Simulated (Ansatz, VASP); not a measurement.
One calculation of Si3Bi2Te2, two programs

```
CELL_PARAMETERS angstrom
5.18555 0.00000 0.00000
-2.59277 4.49081 0.00000
0.00000 0.00000 9.20434
ATOMIC_POSITIONS crystal
Si 0.00000 0.00000 0.97194
Si 0.33333 0.66667 0.04927
Si 0.66667 0.33333 0.04927
Bi 0.33333 0.66667 0.74426
Bi 0.66667 0.33333 0.74426
Te 0.33333 0.66667 0.35340
Te 0.66667 0.33333 0.35340
```

Alike in both runs: functional PBE; k mesh 3 × 3 × 3; occupations gaussian, width 0.2 eV; no spin polarisation.

Ansatz relaxed the structure, and its values are those at the end. VASP's run is a single point on that final structure, the one shown.

```csv
,VASP,Ansatz
version,VASP 6.6.1,Ansatz 0.2.0
potentials or method,"VASP PAW PBE potentials, release 64 (Si, Bi_d, Te), cutoff 500 eV","scalar-relativistic, plane waves, PAW"
valence electrons in the cell,54,74
```

```csv
,VASP,Ansatz,Ansatz less VASP
gap on the k mesh at the Fermi level (eV),none,none,-
pressure (GPa),0.0,0.0,+0.02
rms of the force components (eV/Å),0.015,0.017,+0.0019
```

A gap of «none» marks a metal or a gap that the smearing closes. VASP's potentials hold 54 valence electrons a cell and Ansatz's 74, so a difference there can come from the potentials and not from the codes.

The k mesh is coarse, so the values compare programs but aren't converged. Neither program's run includes spin-orbit coupling.
